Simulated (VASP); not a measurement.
# P (Pm-3m) in VASP: further runs

Runs on P. Level: PBE. Tasks: relaxation of cell and atoms.

Everything below comes from runs of VASP 6.6.1. Logs are shortened: lines on timing, memory, paths and dates and some standing lists are left out, and cuts for length are marked.

## Step 1: The cell of the first run

It takes space group Pm-3m (No. 221, cubic). Conventional cell: a = 2.360 Å, b = 2.360 Å, c = 2.360 Å, α = 90.00°, β = 90.00°, γ = 90.00°. Within 3.1 Å of P (site symmetry m-3m) lie 6 P at 2.36 Å.

## Step 2: Relaxation of cell and atoms, PBE, target pressure 15 GPa, at which the enthalpy is minimised

INCAR reads:

```
SYSTEM = P
  PREC = Accurate
  ENCUT = 600
  EDIFF = 1E-6
  ISMEAR = -1
  SIGMA = 0.05
  LREAL = .FALSE.
  LASPH = .TRUE.
  NELM = 80
  ALGO = Normal
  ISIF = 3
  LWAVE = .FALSE.
  LCHARG = .FALSE.
  GGA = PE
  IBRION = 2
  NSW = 32
  EDIFFG = -0.005
  PSTRESS = 150.0
```

KPOINTS reads:

```
Automatic mesh
0
G
  16 16 16
  0 0 0
```

POSCAR reads:

```
P
1.0
    2.3600594342      0.0000000000      0.0000000000
    0.0000000000      2.3600594342      0.0000000000
    0.0000000000      0.0000000000      2.3600594342
P
1
Direct
    0.0000000000      0.0000000000      0.0000000000
```

Potentials or basis: VASP PAW PBE potentials, release 64 (P).

The run is started by

```sh
cat potpaw_PBE.64/P/POTCAR > POTCAR
mpirun -np 1 vasp_std > vasp.out
```

OUTCAR:

```text
SYSTEM = P
   PREC = Accurate
   ENCUT = 600
   EDIFF = 1E-6
   ISMEAR = -1
   LREAL = .FALSE.
   LASPH = .TRUE.
   NELM = 80
   ISIF = 3
   GGA = PE
   IBRION = 2
   NSW = 32
   EDIFFG = -0.005
   PSTRESS = 150.0

 ion  position               nearest neighbor table
   1  0.000  0.000  0.000-

  LATTYP: Found a simple cubic cell.
 ALAT       =     2.3600594342

  Lattice vectors:

 A1 = (   2.3600594342,   0.0000000000,   0.0000000000)
 A2 = (   0.0000000000,   2.3600594342,   0.0000000000)
 A3 = (   0.0000000000,   0.0000000000,   2.3600594342)

Analysis of symmetry for initial positions (statically):
=====================================================================
 Subroutine PRICEL returns:
 Original cell was already a primitive cell.

 Routine SETGRP: Setting up the symmetry group for a
 simple cubic supercell.

 Subroutine GETGRP returns: Found 48 space group operations
 (whereof 48 operations were pure point group operations)
 out of a pool of 48 trial point group operations.

The static configuration has the point symmetry O_h .

Analysis of symmetry for dynamics (positions and initial velocities):
=====================================================================
 Subroutine PRICEL returns:
 Original cell was already a primitive cell.

 Routine SETGRP: Setting up the symmetry group for a
 simple cubic supercell.

 Subroutine GETGRP returns: Found 48 space group operations
 (whereof 48 operations were pure point group operations)
 out of a pool of 48 trial point group operations.

The dynamic configuration has the point symmetry O_h .

 Subroutine INISYM returns: Found 48 space group operations
 (whereof 48 operations are pure point group operations),
 and found     1 'primitive' translations

----------------------------------------------------------------------------------------

                                     Primitive cell

  volume of cell :      13.1452

  direct lattice vectors                    reciprocal lattice vectors
     2.360059434  0.000000000  0.000000000     0.423718143  0.000000000  0.000000000
     0.000000000  2.360059434  0.000000000     0.000000000  0.423718143  0.000000000
     0.000000000  0.000000000  2.360059434     0.000000000  0.000000000  0.423718143

  length of vectors
     2.360059434  2.360059434  2.360059434     0.423718143  0.423718143  0.423718143

  position of ions in fractional coordinates (direct lattice)
     0.000000000  0.000000000  0.000000000

  ion indices of the primitive-cell ions
   primitive index   ion index
                 1           1

----------------------------------------------------------------------------------------

 KPOINTS: Automatic mesh

Automatic generation of k-mesh.
 Grid dimensions read from file:
 generate k-points for:   16   16   16

 Generating k-lattice:

  Cartesian coordinates                     Fractional coordinates (reciprocal lattice)
     0.026482384  0.000000000  0.000000000     0.062500000  0.000000000  0.000000000
     0.000000000  0.026482384  0.000000000     0.000000000  0.062500000  0.000000000
     0.000000000  0.000000000  0.026482384     0.000000000  0.000000000  0.062500000

  Length of vectors
     0.026482384  0.026482384  0.026482384

  Shift w.r.t. Gamma in fractional coordinates (k-lattice)
     0.000000000  0.000000000  0.000000000

 Subroutine IBZKPT returns following result:
 ===========================================

 Found    165 irreducible k-points:

 Following reciprocal coordinates:
            Coordinates               Weight
  0.000000  0.000000  0.000000      1.000000
  0.062500  0.000000  0.000000      6.000000
  0.125000  0.000000  0.000000      6.000000
  0.187500  0.000000  0.000000      6.000000
  0.250000  0.000000  0.000000      6.000000
  0.312500  0.000000  0.000000      6.000000
[... 16 lines left out ...]
  0.437500  0.125000  0.000000     24.000000
  0.500000  0.125000  0.000000     12.000000
 [... further k-points ...]
   k-points           NKPTS =    165   k-points in BZ     NKDIM =    165   number of bands    NBANDS=      6
   number of dos      NEDOS =    301   number of ions     NIONS =      1
   total plane-waves  NPLWV =   8000
   dimension x,y,z NGX =    20 NGY =   20 NGZ =   20
   dimension x,y,z NGXF=    40 NGYF=   40 NGZF=   40
   ions per type =               1
   NGX,Y,Z   is equivalent  to a cutoff of  14.09, 14.09, 14.09 a.u.
   NGXF,Y,Z  is equivalent  to a cutoff of  28.18, 28.18, 28.18 a.u.
 SYSTEM =  P
   PREC   = accura    normal or accurate (medium, high low for compatibility)
   ISTART =      0    job   : 0-new  1-cont  2-samecut
   ICHARG =      2    charge: 1-file 2-atom 10-const
   ISPIN  =      1    spin polarized calculation?
   LNONCOLLINEAR =      F non collinear calculations
   LSORBIT =      F    spin-orbit coupling
   LASPH  =      T    aspherical Exc in radial PAW
   ENCUT  =  600.0 eV  44.10 Ry    6.64 a.u.   4.71  4.71  4.71*2*pi/ulx,y,z
   NELM   =     80;   NELMIN=  2; NELMDL= -5     # of ELM steps
   EDIFF  = 0.1E-05   stopping-criterion for ELM
   LREAL  =      F    real-space projection
   EDIFFG = -.5E-02   stopping-criterion for IOM
   NSW    =     32    number of steps for IOM
   IBRION =      2    ionic relax: 0-MD 1-quasi-New 2-CG
   NFREE  =      1    steps in history (QN), initial steepest desc. (CG)
   ISIF   =      3    stress and relaxation
   ISYM   =      2    0-nonsym 1-usesym 2-fastsym
   POTIM  = 0.5000    time-step for ionic-motion
   TEBEG  =    0.0;   TEEND  =   0.0 temperature during run
   PSTRESS=  150.0 pullay stress
   NELECT =       5.0000    total number of electrons
   NUPDOWN=      -1.0000    fix difference up-down
   EMIN   =  10.00;   EMAX   =-10.00  energy-range for DOS
   EFERMI =   0.00;   METHOD = LEGACY
   ISMEAR =    -1;   SIGMA  =   0.05  broadening in eV -4-tet -1-fermi 0-gaus
   EFERMI_NEDOS =   21; number of points for ismear=-14 and -15
   IALGO  =     38    algorithm
   IMIX   =      4    mixing-type and parameters
     AMIX     =   0.40;   BMIX     =  1.00
     AMIX_MAG =   1.60;   BMIX_MAG =  1.00
  volume/ion in A,a.u.               =      13.15        88.71
  Fermi-wavevector in a.u.,A,eV,Ry     =   1.186156  2.241510 19.142943  1.406967
  Thomas-Fermi vector in A             =   2.322335
   LORBIT       =      0    0 simple, 1 ext, 2 COOP (PROOUT), +10 PAW based schemes
   GGA     = PE    functional components
   LHFCALC =     F    Hartree Fock is set to
   AEXX    =    0.0000 exact exchange contribution
   IVDW    =     0    specifies the selected vdW correction
   LEPSILON=     F    determine dielectric tensor
   LRPA    =     F    only Hartree local field effects (RPA)
 conjugate gradient relaxation of ions
 non-spin polarized calculation
  energy-cutoff  :      600.00
  volume of cell :       13.15
 maximum number of plane-waves:       461
 NGX is ok and might be reduce to    20
   NGX =  9   NGY =  9   NGZ =  9

--------------------------------------- Ionic step        1  -------------------------------------------

 number of electron       4.9999999 magnetization

 Free energy of the ion-electron system (eV)
  ---------------------------------------------------
  ext. energy  EPLUGINS =         0.00000000
  ---------------------------------------------------
  free energy    TOTEN  =        -5.21992068 eV

  energy without entropy =       -5.21886142  energy(sigma->0) =       -5.21939105

------------------------ aborting loop because EDIFF is reached ----------------------------------------

  FORCE on cell =-STRESS in cart. coord.  units (eV):
  Direction    XX          YY          ZZ          XY          YZ          ZX
  --------------------------------------------------------------------------------------
  -------------------------------------------------------------------------------------
  Total        1.1951178      1.1951178      1.1951178     -0.0000000      0.0000000     -0.0000000
  in kB      145.6640812    145.6640812    145.6640812     -0.0000000      0.0000000     -0.0000000
  external PRESSURE =      -4.3359188 kB  Pullay stress =     150.0000000 kB
[... 59 lines left out ...]
  enthalpy is  TOTEN    =        -3.9892129518 eV   P V=        1.2243668252

--------------------------------------- Ionic step        3  -------------------------------------------

 number of electron       4.9999999 magnetization

 Free energy of the ion-electron system (eV)
  ---------------------------------------------------
  ext. energy  EPLUGINS =         0.00000000
  ---------------------------------------------------
  free energy    TOTEN  =        -5.21705491 eV

  energy without entropy =       -5.21601108  energy(sigma->0) =       -5.21653299

 E-fermi :  11.3912     XC(G=0): -11.7450

 val. band max:       11.3148187855   @ k =   0.2500   0.1875   0.1875
 cond. band min:      11.5189832813   @ k =   0.5000   0.5000   0.0000
 fundamental gap:      0.2041644958
 Fermi energy:        11.3911796005

 k-point     1 :       0.0000    0.0000    0.0000
  band No.  band energies     occupation
      1      -6.4164      2.00000
      2      16.8137      0.00000
      3      16.8137      0.00000
      4      16.8137      0.00000
      5      17.8453      0.00000
      6      17.8453      0.00000

 k-point     2 :       0.0625    0.0000    0.0000
  band No.  band energies     occupation
      1      -6.3195      2.00000
      2      14.8057      0.00000
      3      16.8915      0.00000
      4      16.8915      0.00000
      5      17.9224      0.00000
      6      19.7401      0.00000
[... 190 lines left out ...]
 k-point    24 :       0.5000    0.1250    0.0000
  band No.  band energies     occupation
      1      -1.1469      2.00000
      2       1.9422      2.00000
      3      16.0759      0.00000
      4      20.3947      0.00000
      5      21.8584      0.00000
      6      23.9104      0.00000

 [... further k-points ...]
[... 5 lines left out ...]
  --------------------------------------------------------------------------------------
  -------------------------------------------------------------------------------------
  Total        1.2281531      1.2281531      1.2281531      0.0000000      0.0000000     -0.0000000
  in kB      150.0451879    150.0451879    150.0451879      0.0000000      0.0000000     -0.0000000
  external PRESSURE =       0.0451879 kB  Pullay stress =     150.0000000 kB
[... 16 lines left out ...]
  FREE ENERGIE OF THE ION-ELECTRON SYSTEM (eV)
  ---------------------------------------------------
  free  energy   TOTEN  =        -5.2170549072 eV

  energy  without entropy=       -5.2160110777  energy(sigma->0) =       -5.21653299

  enthalpy is  TOTEN    =        -3.9892717085 eV   P V=        1.2277831987

 reached required accuracy - stopping structural energy minimisation
```

Wall time 9.7 s (1 thread of Intel Xeon Platinum 8488C (Sapphire Rapids), shared host); peak memory 0.12 GiB.

Results:

```
Free energy                                            : -5.2171 eV
Relaxed volume                                         : 13.11 Å³/atom
Relaxed cell                                           : a = 2.358 Å, b = 2.358 Å, c = 2.358 Å, α = 90.00°, β = 90.00°, γ = 90.00°
Space group after relaxing (to 0.05 Å)                 : Pm-3m (No. 221)
Energy change on relaxing (the enthalpy is what falls) : +2.9 meV/atom
Ionic steps                                            : 3
Pressure after relaxing                                : 15.0 GPa
```

Step by step:
```tsv
step	energy change (eV)	largest force (eV/Å)	pressure (GPa)	volume (Å³)
1	0.0000	0.0000	14.57	13.15
2	0.0063	0.0000	15.51	13.08
3	0.0029	0.0000	15.00	13.11
```

Final structure:
```
P
1.0
     2.35820    0.00000    0.00000
     0.00000    2.35820    0.00000
     0.00000    0.00000    2.35820
P
1
Direct
  0.00000 0.00000 0.00000
```

Caveat: the cell is relaxed towards a set pressure, so the enthalpy falls and the energy may rise.

(Part 1 of 2 ends here.)
